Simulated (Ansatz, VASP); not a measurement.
# Two plane-wave programs on Pd

Contents of INCAR:

```
SYSTEM = Pd
  AGGAC = 1.0
  AGGAX = 1.0
  ALDAC = 0.0
  ALDAX = 1.0
  ALGO = Normal
  EDIFF = 1E-6
  ENCUT = 520
  GGA = B5
  ISIF = 2
  ISMEAR = -1
  ISPIN = 2
  LASPH = .TRUE.
  LCHARG = .FALSE.
  LMAXMIX = 4
  LORBIT = 11
  LREAL = .FALSE.
  LWAVE = .FALSE.
  MAGMOM = 0.5
  NBANDS = 15
  NELM = 150
  PREC = Accurate
  SIGMA = 0.05
```

Contents of KPOINTS:

```
k-points
0
G
  13 13 13
  0 0 0
```

The input POSCAR:

```
Pd
1.0
    2.6690674600      0.0000000000      0.0000000000
    0.0000000000      2.6690674600      0.0000000000
    0.0000000000      0.0000000000      2.6690674600
Pd
1
Direct
    0.0000000000      0.0000000000      0.0000000000
```

Input for Ansatz:

```yaml
crystal:
  lattice:
    - [2.66906746, 0.0, 0.0]
    - [0.0, 2.66906746, 0.0]
    - [0.0, 0.0, 2.66906746]
  atoms:
    - { symbol: Pd, position: [0.0, 0.0, 0.0], spin: 0.5 }
hamiltonian:
  xc: blyp
  pseudopotentials:
    kind: paw
    azcp:
      Pd: "pseudopotentials/Pd.paw.azcp"
basis:
  ecutwfc: 420
  fft_grid_basis: typed
kpoints:
  mp_grid: { grid: [13, 13, 13], shift: [0, 0, 0] }
magnetization:
  spin_polarized: true
scf:
  occupations: { method: fermi_dirac, width: 0.05 }
  lower_state_search: "off"
output:
  stress: true
```

Alike in both runs: task single point; functional BLYP; k mesh 13 × 13 × 13; occupations fermi-dirac, width 0.05 eV; collinear spin.

|  | VASP | Ansatz |
| --- | --- | --- |
| version | VASP 6.6.1 | Ansatz 0.2.0 |
| potentials or method | VASP PAW PBE potentials, release 64 (Pd), cutoff 520 eV | plane waves (420 eV) with PAW, scalar-relativistic |
| valence electrons in the cell | 10 | 18 |

```tsv
	VASP	Ansatz	Ansatz less VASP
pressure (GPa)	0.0	-0.2	-0.19
net moment per atom (μB)	0.00	0.00	0.000
```

VASP's potentials were made for PBE, not for BLYP. VASP's potentials hold 10 valence electrons a cell and Ansatz's 18, so a difference there can come from the potentials and not from the codes. Ansatz's warnings: seeded moment not kept.
